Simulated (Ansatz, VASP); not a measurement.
# Hf: VASP beside Ansatz

```
CELL_PARAMETERS angstrom
-1.75085 1.80500 1.80500
1.80500 -1.75085 1.80500
1.80500 1.80500 -1.75085
ATOMIC_POSITIONS crystal
Hf 0.00000 0.00000 0.00000
```

Change from the starting cell: equal xy, yz and zx shear strains of +3 %.

Alike in both runs: task single point; functional PBE; k mesh 14 × 14 × 14; occupations fermi-dirac, width 0.05 eV; no spin polarisation.

|  | VASP | Ansatz |
| --- | --- | --- |
| version | VASP 6.6.1 | Ansatz 0.2.0 |
| potentials or method | VASP PAW PBE potentials, release 64 (Hf_pv), cutoff 520 eV | all-electron LAPW, scalar-relativistic |

|  | VASP | Ansatz | Ansatz less VASP |
| --- | --- | --- | --- |
| pressure (GPa) | -5.2 | -4.8 | +0.37 |
| traceless stress, the component that is largest in VASP (GPa) | -1.48 | -1.50 | -0.014 |

Ansatz ran all-electron here, and VASP with PAW potentials.

Neither program's run includes spin-orbit coupling.
